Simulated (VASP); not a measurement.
A run of VASP 6.6.1:

POSCAR

```
Ca
1.0
   -2.3754849700      2.3754849700      2.3656929650
    2.3754849700     -2.3754849700      2.3656929650
    2.3754849700      2.3754849700     -2.3656929650
Ca
1
Direct
    0.5000000000      0.5000000000      0.0000000000
```

The input INCAR.step1:

```
SYSTEM = Ca
PREC = Accurate ; ENCUT = 400
EDIFF = 1E-5 ; ISMEAR = -1
SIGMA = 0.1 ; LREAL = .FALSE.
LASPH = .TRUE. ; NELM = 120
ALGO = Normal ; ISIF = 2
LWAVE = .TRUE. ; GGA = PE
NBANDS = 11 ; GGA_COMPAT = .FALSE.
```

Contents of INCAR.step2:

```
SYSTEM = Ca
PREC = Accurate ; ENCUT = 400
EDIFF = 1E-6 ; ISMEAR = -1
SIGMA = 0.1 ; LREAL = .FALSE.
LASPH = .TRUE. ; NELM = 120
ALGO = Normal ; ISIF = 2
LWAVE = .FALSE. ; LCHARG = .TRUE.
GGA = PE ; LHFCALC = .TRUE.
AEXX = 0.25 ; PRECFOCK = Normal
LELF = .TRUE. ; LVHAR = .TRUE.
ISTART = 1 ; NBANDS = 11
GGA_COMPAT = .FALSE.
```

File KPOINTS:

```
regular mesh
0
G
  5 5 5
  0 0 0
```

Potentials or basis: VASP PAW PBE potentials, release 64 (Ca_sv).

Run with:

```sh
$ cat potpaw_PBE.64/Ca_sv/POTCAR > POTCAR
$ cp INCAR.step1 INCAR
$ mpirun -np 1 vasp_std > vasp.out
$ cp INCAR.step2 INCAR
$ mpirun -np 1 vasp_std > vasp.out
```

Hardware: 1 thread of Intel(R) Xeon(R) 6975P-C (Granite Rapids), with other jobs on the host.

Problem. Estimate the wall time of this run.

Solution. Run time: 6 min on 1 thread of Intel(R) Xeon(R) 6975P-C (Granite Rapids) (shared host), peak memory 0.16 GiB. Counts: k points 18.
